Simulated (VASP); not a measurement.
Wanted: the native input for a VASP 6.6.1 run.

```
Task                   : single point
Functional             : PBEsol
Potentials or basis    : VASP PAW PBE potentials, release 64 (Al, N)
Cutoff                 : 600 eV
k mesh                 : 6 × 6 × 6
Occupations            : gaussian, width 0.02 eV
Spin                   : no spin polarisation
Dipole correction      : no
Further INCAR settings : ALGO = Normal; EDIFF = 1e-06; NBANDS = 11
```

The structure of AlN (km) lies in POSCAR:

```
AlN
1.0
    0.0000000000      2.1886938983      2.1886938983
    2.1886938983      0.0000000000      2.1886938983
    2.1886938983      2.1886938983      0.0000000000
Al N
1 1
Direct
    0.0000000000      0.0000000000      0.0000000000
    0.2500000000      0.2500000000      0.2500000000
```

One way to write it, as run:

INCAR

```
ALGO = Normal
EDIFF = 1E-6
ENCUT = 600
GGA = PS
GGA_COMPAT = F
ISIF = 2
ISMEAR = 0
LASPH = T
LCHARG = F
LREAL = F
LWAVE = F
NBANDS = 11
NELM = 120
PREC = Accurate
SIGMA = 0.02
```

KPOINTS

```
k-points
0
Gamma
  6 6 6
```

Potentials or basis: VASP PAW PBE potentials, release 64 (Al, N).

The run is started by

```console
$ cat potpaw_PBE.64/Al/POTCAR potpaw_PBE.64/N/POTCAR > POTCAR
$ mpirun -np 1 vasp_std > vasp.out
```

It gave:

- Pressure: -0.1 GPa
- Band gap on the k mesh: 3.18 eV, indirect (least direct gap 4.08 eV)

Caveat: the PAW data sets were made with another functional, which shifts forces and pressure a little.

Run time: 10 s on 1 thread of Intel(R) Xeon(R) Platinum 8488C (Sapphire Rapids), on a shared host, peak memory 0.14 GiB.
